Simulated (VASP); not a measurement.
Set up this calculation in VASP 6.6.1, as the native input.

* Task: relaxation of cell and atoms
* Functional: PBE
* Potentials or basis: VASP PAW PBE potentials, release 64 (Al, N)
* Cutoff: 600 eV
* k mesh: 12 × 12 × 6
* Occupations: gaussian, width 0.02 eV
* Spin: no spin polarisation
* Dipole correction: no
* Further INCAR settings: ALGO = Normal; EDIFF = 1e-07; IBRION = 2; EDIFFG = -0.01; NSW = 100; ISIF = 3

The structure of AlN lies in POSCAR:

```
AlN
1.0
    3.3121156500      0.0000000000      0.0000000000
   -1.6560578200      2.8683762900      0.0000000000
    0.0000000000      0.0000000000      4.1875629400
Al N
2 2
Direct
    0.3333333300      0.6666666700      0.7500000000
    0.6666666700      0.3333333300      0.2500000000
    0.3333333300      0.6666666700      0.2500000000
    0.6666666700      0.3333333300      0.7500000000
```

The input as run:

INCAR

```
PREC     = Accurate       # precision mode
ENCUT    = 600            # plane-wave cutoff, eV
EDIFF    = 1E-7           # SCF threshold, eV
ISMEAR   = 0              # smearing method
SIGMA    = 0.02           # smearing width, eV
LREAL    = F              # projectors in reciprocal space
LASPH    = T              # aspherical terms in the spheres
NELM     = 80             # most SCF steps
ALGO     = Normal         # electronic algorithm
ISIF     = 3              # what is computed and relaxed
LWAVE    = F              # write WAVECAR
LCHARG   = F              # write CHGCAR
GGA      = PE             # functional
IBRION   = 2              # ionic algorithm
NSW      = 100            # ionic steps
EDIFFG   = -0.01          # ionic threshold
```

KPOINTS

```
Automatic mesh
0
Gamma
  12 12 6
```

Potentials or basis: VASP PAW PBE potentials, release 64 (Al, N).

Command:

```console
$ cat potpaw_PBE.64/Al/POTCAR potpaw_PBE.64/N/POTCAR > POTCAR
$ mpirun -np 1 vasp_std > vasp.out
```

Results of the run:

- Pressure after relaxing: -0.1 GPa
- Band gap on the k mesh: 3.27 eV, direct

Caveat: the relaxation stopped at its first step, so nothing moved.

Wall time 45 s on 1 thread of Intel Xeon 8259CL (shared host), peak memory 0.19 GiB.
